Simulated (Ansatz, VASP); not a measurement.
## Ni in VASP and in Ansatz

File INCAR:

```
SYSTEM = Ni
  PREC = Accurate
  ENCUT = 520
  EDIFF = 1E-7
  ISMEAR = -1
  SIGMA = 0.1
  LREAL = .FALSE.
  LASPH = .TRUE.
  NELM = 100
  ALGO = Normal
  ISIF = 2
  LWAVE = .FALSE.
  LCHARG = .FALSE.
  GGA = RE
  NBANDS = 17
```

Contents of KPOINTS:

```
regular mesh
0
G
  17 17 16
  0 0 0
```

File POSCAR:

```
Ni
1.0
   -2.9660166606      2.9663436363      1.2256011131
    2.9663436363     -2.9660166606      1.2256011131
    1.5451105245      1.5451105245     -1.2250022564
Ni
2
Direct
    0.0000209121      0.9999790879      0.0000000000
    0.7499790879      0.2500209121      0.5000000000
```

Input for Ansatz:

```yaml
crystal:
  lattice:
    - [-2.9660166606, 2.9663436363, 1.2256011131]
    - [2.9663436363, -2.9660166606, 1.2256011131]
    - [1.5451105245, 1.5451105245, -1.2250022564]
  atoms:
    - { symbol: Ni, position: [2.09121e-05, 0.9999790879, 0.0] }
    - { symbol: Ni, position: [0.7499790879, 0.2500209121, 0.5] }
hamiltonian:
  xc: revpbe
  pseudopotentials:
    kind: paw
    azcp:
      Ni: "pseudopotentials/Ni.paw.azcp"
basis:
  ecutwfc: 420
  fft_grid_basis: typed
kpoints:
  mp_grid: { grid: [17, 17, 16], shift: [0, 0, 0] }
magnetization:
  spin_polarized: false
scf:
  occupations: { method: fermi_dirac, width: 0.1 }
  lower_state_search: "off"
output:
  stress: true
```

Alike in both runs: task single point; functional revPBE; k mesh 17 × 17 × 16; occupations fermi-dirac, width 0.1 eV; no spin polarisation.

|  | VASP | Ansatz |
| --- | --- | --- |
| version | VASP 6.6.1 | Ansatz 0.2.0 |
| potentials or method | VASP PAW PBE potentials, release 64 (Ni), cutoff 520 eV | plane waves (420 eV) with PAW, scalar-relativistic |
| valence electrons in the cell | 20 | 36 |

Ansatz gave:

```
pressure (GPa)                                                : 0.0
traceless stress, the component that is largest in VASP (GPa) : 0.02
```

Estimate VASP's values.

pressure (GPa): 0.2; traceless stress, the component that is largest in VASP (GPa): 0.09.

VASP's potentials were made for PBE, not for revPBE. With one functional, cell and mesh, what is left measures potentials, basis and numerics. VASP's potentials hold 20 valence electrons a cell and Ansatz's 36, so a difference there can come from the potentials and not from the codes.
